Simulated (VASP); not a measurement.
B3C2, 5 atoms in the cell. The structure is trigonal, space group R-3m (No. 166). The conventional cell has a = 2.690 Å, b = 2.690 Å, c = 20.992 Å, α = 90.00°, β = 90.00°, γ = 120.00°. B (site symmetry -3m) has 6 C at 2.15 Å and 12 B at 2.19 to 2.69 Å within 2.8 Å. B (site symmetry 3m) has 3 C at 1.55 Å within 2.1 Å. C (site symmetry 3m) has 3 B at 1.55 Å within 2.1 Å. 

| Item | Value |
| --- | --- |
| Program | VASP 6.6.1 |
| Task | single point |
| Functional | PBE |
| Potentials or basis | VASP PAW PBE potentials, release 64 (B, C) |
| Cutoff | 520 eV |
| k mesh | 6 × 6 × 6 |
| Occupations | gaussian, width 0.1 eV |
| Spin | no spin polarisation |
| Dipole correction | no |
| Further INCAR settings | ALGO = Normal; EDIFF = 1e-07; NBANDS = 16 |

Potentials or basis: VASP PAW PBE potentials, release 64 (B, C).

Launch:

```console
$ cat potpaw_PBE.64/B/POTCAR potpaw_PBE.64/C/POTCAR > POTCAR
$ mpirun -np 1 vasp_std > vasp.out
```

Hardware: 1 thread of AMD EPYC 7R43 64-Core Processor (Zen 3), on a shared host.

**Question.** How long does it take, and how much memory?

**Answer.** Wall time 2.4 min on 1 thread of AMD EPYC 7R43 64-Core Processor (Zen 3), on a shared host, peak memory 0.33 GiB. Counts: scf iterations 15, k points 32.
